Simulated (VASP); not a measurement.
Wanted: the native input for a VASP 6.6.1 run.

```yaml
Task: single point
Functional: r2SCAN
Potentials_or_basis: VASP PAW PBE potentials, release 64 (Ga_d, N)
Cutoff: 520 eV
k_mesh: 12 × 12 × 6
Occupations: gaussian, width 0.05 eV
Spin: no spin polarisation
Dipole_correction: no
Further_INCAR_settings: ALGO = Normal; EDIFF = 1e-06; NBANDS = 26
```

The system is GaN.

```
Ga N
1.0
     3.18310    0.00000    0.00000
    -1.59155    2.75664    0.00000
     0.00000    0.00000    5.18360
Ga N
2 2
Direct
  0.33333 0.66667 0.99911
  0.66667 0.33333 0.49911
  0.36961 0.73922 0.33731
  0.66667 0.33333 0.87589
```

This cell differs from its parent crystal: atom 3 (N) moved by (+0.200, -0.200) A along y and z.

The input as run:

POSCAR

```
GaN
1.0
    3.1830984299      0.0000000000      0.0000000000
   -1.5915492150      2.7566441030      0.0000000000
    0.0000000000      0.0000000000      5.1835962425
Ga N
2 2
Direct
    0.3333333333      0.6666666667      0.9991101046
    0.6666666667      0.3333333333      0.4991101046
    0.3696093255      0.7392186511      0.3373066434
    0.6666666667      0.3333333333      0.8758898954
```

INCAR.step1

```
ALGO = Normal
EDIFF = 1E-4
ENCUT = 520
GGA = PE
ISMEAR = 0
LASPH = True
LCHARG = False
LREAL = False
LWAVE = True
NBANDS = 26
NELM = 60
PREC = Accurate
SIGMA = 0.05
```

INCAR.step2

```
ALGO = Normal
EDIFF = 1E-6
ENCUT = 520
ISIF = 2
ISMEAR = 0
ISTART = 1
LASPH = True
LCHARG = False
LMIXTAU = True
LREAL = False
LWAVE = False
METAGGA = R2SCAN
NBANDS = 26
NELM = 60
PREC = Accurate
SIGMA = 0.05
```

KPOINTS

```
k-points
0
Gamma
  12 12 6
```

Potentials or basis: VASP PAW PBE potentials, release 64 (Ga_d, N).

The run is started by

```sh
$ cat potpaw_PBE.64/Ga_d/POTCAR potpaw_PBE.64/N/POTCAR > POTCAR
$ cp INCAR.step1 INCAR
$ mpirun -np 1 vasp_std > vasp.out
$ cp INCAR.step2 INCAR
$ mpirun -np 1 vasp_std > vasp.out
```

Results of the run:

The pressure is 5.8 GPa, the largest force is 5.005 eV/Å and the band gap on the k mesh is 2.05 eV.

Caveat: the cell differs from its parent crystal (atom 3 (N) moved by (+0.200, -0.200) A along y and z); the stress differs along the axes, from -4 to 16 GPa; the PAW data sets were made with another functional, which shifts forces and pressure a little.

Wall time 17 min on 1 thread of Oxide Virtual Turin-like Processor (shared host), peak memory 0.31 GiB.
